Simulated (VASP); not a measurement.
Here is a VASP 6.6.1 calculation.

Contents of INCAR:

```
SYSTEM = AlN
  PREC = Accurate
  ENCUT = 520
  EDIFF = 1E-8
  ISMEAR = -1
  SIGMA = 0.01
  LREAL = .False.
  LASPH = .True.
  NELM = 80
  ALGO = Normal
  ISIF = 2
  LWAVE = .False.
  LCHARG = .False.
  GGA = CA
  LEFG = .True.
  NBANDS = 11
```

KPOINTS

```
regular mesh
0
Gamma
  12 12 12
  0 0 0
```

Contents of POSCAR:

```
AlN
1.0
    0.0000000000      1.9780000000      1.9977800000
    1.9780000000      0.0000000000      1.9977800000
    1.9780000000      1.9780000000      0.0000000000
Al N
1 1
Direct
    0.0000000000      0.0000000000      0.0000000000
    0.5000000000      0.5000000000      0.5000000000
```

Potentials or basis: VASP PAW LDA potentials, release 64 (Al, N).

Run with:

```console
$ cat potpaw_LDA.64/Al/POTCAR potpaw_LDA.64/N/POTCAR > POTCAR
$ mpirun -np 1 vasp_std > vasp.out
```

Q: What does it give for the band gap on the k mesh?

A: 4.93 eV, indirect (least direct gap 6.55 eV).

Q: Estimate the pressure.

A: 10.1 GPa.

Electric field gradients, principal values (V/Å²):
```
atom   least  middle  greatest (by size)
1 Al  -2.046  -2.046               4.091
 2 N  -0.690  -0.690               1.380
```

Caveat: the cell differs from its parent crystal (zz strain of +1 %); without QUAD_EFG the Cq values of the log hold for a quadrupole moment of 1 mb, not for the nuclei. A k mesh can miss the band edges.
